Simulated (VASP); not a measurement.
Set up this calculation in VASP 6.6.1, as the native input.

| Quantity | Value |
| --- | --- |
| Task | single point |
| Functional | HSE06 |
| Potentials or basis | VASP PAW PBE potentials, release 64 (Ga_d) |
| Cutoff | 520 eV |
| k mesh | 5 × 5 × 5 |
| Occupations | fermi-dirac, width 0.1 eV |
| Spin | no spin polarisation |
| Dipole correction | no |
| Grid for exact exchange (PRECFOCK) | Normal |
| Further INCAR settings | ALGO = Normal; EDIFF = 1e-07; NBANDS = 20 |
| Share of exact exchange | 0.25 |
| Screening parameter | 0.2079 1/Å |

The system is Ga.

```
Ga
1.0
     0.00000    2.94060    2.94060
     2.94060    0.00000    2.94060
     2.94060    2.94060    0.00000
Ga
2
Direct
  0.12500 0.12500 0.12500
  0.87500 0.87500 0.87500
```

This isn't the form of Ga at room conditions, which is orthorhombic.

One way to write it, as run:

POSCAR

```
Ga
1.0
    0.0000000000      2.9406016121      2.9406016121
    2.9406016121      0.0000000000      2.9406016121
    2.9406016121      2.9406016121      0.0000000000
Ga
2
Direct
    0.1250000000      0.1250000000      0.1250000000
    0.8750000000      0.8750000000      0.8750000000
```

INCAR.step1

```
SYSTEM = Ga
PREC     = Accurate       ! precision mode
ENCUT    = 520            ! plane-wave cutoff, eV
EDIFF    = 1E-5           ! SCF threshold, eV
ISMEAR   = -1             ! smearing method
SIGMA    = 0.1            ! smearing width, eV
LREAL    = .False.        ! projectors in reciprocal space
LASPH    = .True.         ! aspherical terms in the spheres
NELM     = 80             ! most SCF steps
ALGO     = Normal         ! electronic algorithm
ISIF     = 2              ! what is computed and relaxed
LWAVE    = .True.         ! write WAVECAR
GGA      = PE             ! functional
NBANDS   = 20             ! bands
```

INCAR.step2

```
SYSTEM = Ga
PREC     = Accurate       ! precision mode
ENCUT    = 520            ! plane-wave cutoff, eV
EDIFF    = 1E-7           ! SCF threshold, eV
ISMEAR   = -1             ! smearing method
SIGMA    = 0.1            ! smearing width, eV
LREAL    = .False.        ! projectors in reciprocal space
LASPH    = .True.         ! aspherical terms in the spheres
NELM     = 80             ! most SCF steps
ALGO     = Normal         ! electronic algorithm
ISIF     = 2              ! what is computed and relaxed
LWAVE    = .False.        ! write WAVECAR
LCHARG   = .True.         ! write CHGCAR
GGA      = PE             ! functional
LHFCALC  = .True.         ! exact exchange
HFSCREEN = 0.2079         ! screening, 1/A
PRECFOCK = Normal       
LELF     = .True.         ! ELF
LVHAR    = .True.       
ISTART   = 1            
NBANDS   = 20             ! bands
```

KPOINTS

```
Automatic mesh
0
Gamma
  5 5 5
  0 0 0
```

Potentials or basis: VASP PAW PBE potentials, release 64 (Ga_d).

Run with:

```console
$ cat potpaw_PBE.64/Ga_d/POTCAR > POTCAR
$ cp INCAR.step1 INCAR
$ mpirun -np 1 vasp_std > vasp.out
$ cp INCAR.step2 INCAR
$ mpirun -np 1 vasp_std > vasp.out
```

It gave:

- Pressure: 0.0 GPa
- Band gap on the k mesh: zero (bands 13 and 14 overlap by 3.74 eV)

Caveat: the k points lie up to 0.37 Å⁻¹ apart, too coarse for converged energies and pressures of a metal; the PAW data sets were made with another functional, which shifts forces and pressure a little.

It took 35 min on 1 thread of Intel(R) Xeon(R) Platinum 8259CL CPU @ 2.50GHz (Skylake/Cascade Lake), on a shared host, peak memory 0.29 GiB.
